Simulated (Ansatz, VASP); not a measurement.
## One calculation of SiF, two programs

```
CELL_PARAMETERS angstrom
3.02860 0.00000 0.00000
0.00000 3.02860 0.00000
0.00000 0.00000 3.05889
ATOMIC_POSITIONS crystal
Si 0.50000 0.50000 0.50000
F 0.00000 0.00000 0.00000
```

Alike in both runs: functional PBE; k mesh 7 × 7 × 7; occupations fermi-dirac, width 0.05 eV; no spin polarisation.

```csv
,VASP,Ansatz
version,VASP 6.6.1,Ansatz 0.2.0
potentials or method,"VASP PAW PBE potentials, release 64 (Si, F)",Ansatz PAW
plane-wave cutoff (eV),600,420
valence electrons in the cell,11,11
task,single point,band structure
```

VASP gave:

* gap on the k mesh at the Fermi level (eV): none
* pressure (GPa): -1.2
* traceless stress, the component that is largest in VASP (GPa): 2.03

Task: What did Ansatz give for the same quantities?

Result: gap on the k mesh at the Fermi level (eV): none; pressure (GPa): -0.9; traceless stress, the component that is largest in VASP (GPa): 2.03.

A gap of «none» marks a metal or a gap that the smearing closes.
